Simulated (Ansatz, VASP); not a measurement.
**BaTe in VASP and in Ansatz**

File POSCAR:

```
BaTe
1.0
    4.2019382759      0.0000000000      0.0000000000
    0.0000000000      4.2019382759      0.0000000000
    0.0000000000      0.0000000000      4.2019382759
Ba Te
1 1
Direct
    0.0000000000      0.0000000000      0.0000000000
    0.5000000000      0.5000000000      0.5000000000
```

Contents of INCAR.step1:

```
PREC     = Accurate       # precision mode
ENCUT    = 520            # plane-wave cutoff, eV
ISMEAR   = 0              # smearing method
SIGMA    = 0.01           # smearing width, eV
LREAL    = F              # projectors in reciprocal space
LASPH    = T              # aspherical terms in the spheres
NELM     = 100            # most SCF steps
NBANDS   = 15             # bands
GGA      = PE             # functional
ALGO     = Normal         # electronic algorithm
EDIFF    = 1E-4           # SCF threshold, eV
LWAVE    = T              # write WAVECAR
LCHARG   = F              # write CHGCAR
```

INCAR.step2

```
PREC     = Accurate       # precision mode
ENCUT    = 520            # plane-wave cutoff, eV
EDIFF    = 1E-6           # SCF threshold, eV
ISMEAR   = 0              # smearing method
SIGMA    = 0.01           # smearing width, eV
LREAL    = F              # projectors in reciprocal space
LASPH    = T              # aspherical terms in the spheres
NELM     = 100            # most SCF steps
ALGO     = Normal         # electronic algorithm
ISIF     = 2              # what is computed and relaxed
LWAVE    = F              # write WAVECAR
LCHARG   = F              # write CHGCAR
METAGGA  = R2SCAN         # meta-GGA
LMIXTAU  = T            
NBANDS   = 15             # bands
ISTART   = 1
```

File KPOINTS:

```
Automatic mesh
0
Gamma
  6 6 6
```

Input for Ansatz:

```yaml
crystal:
  lattice:
    - [4.2019382759, 0.0, 0.0]
    - [0.0, 4.2019382759, 0.0]
    - [0.0, 0.0, 4.2019382759]
  atoms:
    - { symbol: Ba, position: [0.0, 0.0, 0.0] }
    - { symbol: Te, position: [0.5, 0.5, 0.5] }
kpoints:
  mp_grid: { grid: [6, 6, 6] }
hamiltonian:
  xc: r2scan
scf:
  occupations: { method: fixed }
  n_extra_bands: 4
output:
  forces: true
  stress: true
  eigenvalues: true
```

Alike in both runs: task single point; functional r2SCAN; k mesh 6 × 6 × 6; no spin polarisation.

|  | VASP | Ansatz |
| --- | --- | --- |
| version | VASP 6.6.1 | Ansatz 0.2.0 |
| potentials or method | VASP PAW PBE potentials, release 64 (Ba_sv, Te) | plane waves, PAW |
| plane-wave cutoff (eV) | 520 | 500 |
| occupations | gaussian, width 0.01 eV | fixed |
| valence electrons in the cell | 16 | 26 |

```csv
,VASP,Ansatz,Ansatz less VASP
gap on the k mesh at the Fermi level (eV),1.03,1.13,+0.104
pressure (GPa),1.6,1.1,-0.54
```

VASP's potentials were made for PBE, not for r2SCAN. VASP's potentials hold 16 valence electrons a cell and Ansatz's 26, so a difference there can come from the potentials and not from the codes.

Neither program's run includes spin-orbit coupling.
